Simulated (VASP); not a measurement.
Wanted: the native input for a VASP 6.6.1 run.

```
Task                   : single point
Functional             : PBE
Potentials or basis    : VASP PAW PBE potentials, release 64 (Ca_sv)
Cutoff                 : 520 eV
k mesh                 : 12 × 12 × 12
Occupations            : gaussian, width 0.1 eV
Spin                   : no spin polarisation
Dipole correction      : no
Further INCAR settings : ALGO = Fast; EDIFF = 1e-06; NBANDS = 11
```

The structure of Ca lies in POSCAR:

```
Ca
1.0
    0.0000000000      2.9485014800      2.9485014800
    2.9485014800      0.0000000000      2.9485014800
    2.9485014800      2.9485014800      0.0000000000
Ca
1
Direct
    0.0000000000      0.0000000000      0.0000000000
```

This cell differs from its parent crystal: Ba replaced by Ca, lengths x 0.891, strained.

One way to write it, as run:

INCAR

```
ALGO = Fast
EDIFF = 1E-6
ENCUT = 520
GGA = PE
ISIF = 2
ISMEAR = 0
LASPH = T
LCHARG = F
LREAL = F
LWAVE = F
NBANDS = 11
NELM = 100
PREC = Accurate
SIGMA = 0.1
```

KPOINTS

```
k-points
0
Gamma
  12 12 12
```

Potentials or basis: VASP PAW PBE potentials, release 64 (Ca_sv).

The run is started by

```sh
$ cat potpaw_PBE.64/Ca_sv/POTCAR > POTCAR
$ mpirun -np 1 vasp_std > vasp.out
```

Results of the run:

```
Pressure               : -2.4 GPa
Band gap on the k mesh : zero (bands 5 and 6 overlap by 0.55 eV)
```

Caveat: the cell differs from its parent crystal (Ba replaced by Ca, lengths x 0.891, strained).

Run time: 14 s on 1 thread of Intel(R) Xeon(R) 6975P-C (Granite Rapids) (shared host), peak memory 0.19 GiB.
